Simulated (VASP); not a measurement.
Wanted: the native input for a VASP 6.6.1 run.

```yaml
Task: single point
Functional: PBE
Potentials_or_basis: VASP PAW PBE potentials, release 64 (Ca_sv, Ge_d, N)
Cutoff: 520 eV
k_mesh: 8 × 8 × 8
Occupations: gaussian, width 0.1 eV
Spin: no spin polarisation
Dipole_correction: no
Further_INCAR_settings: ALGO = Normal; EDIFF = 1e-06; NBANDS = 34
```

The structure of Ca2Ge2N lies in POSCAR:

```
Ca2Ge2N
1.0
    5.4476976852      0.0000000000      0.0000000000
    0.0000000000      5.4476976852      0.0000000000
    0.0000000000      0.0000000000      4.7125031644
Ca Ge N
2 2 1
Direct
    0.0000000000      0.5000000000      0.5000000000
    0.5000000000      0.0000000000      0.5000000000
    0.5000000000      0.5000000000      0.2492588415
    0.5000000000      0.5000000000      0.7507411585
    0.0000000000      0.0000000000      0.0000000000
```

These files were run (other wordings do the same):

INCAR

```
PREC = Accurate ; ENCUT = 520
EDIFF = 1E-6 ; ISMEAR = 0
SIGMA = 0.1 ; LREAL = False
LASPH = True ; NELM = 80
ALGO = Normal ; ISIF = 2
LWAVE = False ; LCHARG = True
GGA = PE ; LELF = True
LVHAR = True ; NBANDS = 34
```

KPOINTS

```
Automatic mesh
0
Gamma
  8 8 8
```

Potentials or basis: VASP PAW PBE potentials, release 64 (Ca_sv, Ge_d, N).

Command:

```console
$ cat potpaw_PBE.64/Ca_sv/POTCAR potpaw_PBE.64/Ge_d/POTCAR potpaw_PBE.64/N/POTCAR > POTCAR
$ mpirun -np 1 vasp_std > vasp.out
```

It gave:

| Item | Value |
| --- | --- |
| Pressure | 0.0 GPa |
| Largest force | 0.014 eV/Å |

It took 2.9 min on 1 thread of Intel(R) Xeon(R) 6975P-C (Granite Rapids), with other jobs on the host, peak memory 0.47 GiB.
